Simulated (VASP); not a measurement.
Wanted: the native input for a VASP 6.6.1 run.

```
Task                   : single point
Functional             : PBE
Potentials or basis    : VASP PAW PBE potentials, release 64 (Al, N)
Cutoff                 : 520 eV
k mesh                 : 11 × 11 × 6
Occupations            : fermi-dirac, width 0.02 eV
Spin                   : no spin polarisation
Dipole correction      : no
Further INCAR settings : ALGO = Normal; EDIFF = 1e-06; NBANDS = 16
```

The structure of AlN lies in POSCAR:

```
AlN
1.0
    3.1110021516      0.0000000000      0.0000000000
   -1.5555010758      2.6942068945      0.0000000000
    0.0000000000      0.0000000000      5.0277800000
Al N
2 2
Direct
    0.3333333333      0.6666666667      0.0000000000
    0.6666666667      0.3333333333      0.5000000000
    0.3333333333      0.6666666667      0.3850000000
    0.6666666667      0.3333333333      0.8850000000
```

This cell differs from its parent crystal: zz strain of +1 %.

One way to write it, as run:

INCAR

```
SYSTEM = AlN
ALGO = Normal ; EDIFF = 1E-6
ENCUT = 520 ; GGA = PE
ISIF = 2 ; ISMEAR = -1
LASPH = .True. ; LCHARG = .False.
LREAL = .False. ; LWAVE = .False.
NBANDS = 16 ; NELM = 60
PREC = Accurate ; SIGMA = 0.02
```

KPOINTS

```
k-points
0
Gamma
  11 11 6
  0 0 0
```

Potentials or basis: VASP PAW PBE potentials, release 64 (Al, N).

Launch:

```console
$ cat potpaw_PBE.64/Al/POTCAR potpaw_PBE.64/N/POTCAR > POTCAR
$ mpirun -np 1 vasp_std > vasp.out
```

It gave:

- Pressure: 1.9 GPa
- Largest force: 0.283 eV/Å
- Band gap on the k mesh: 4.10 eV, direct

Caveat: the cell differs from its parent crystal (zz strain of +1 %).

Run time: 16 s on 1 thread of Intel(R) Xeon(R) Platinum 8488C (Sapphire Rapids), on a shared host, peak memory 0.17 GiB.
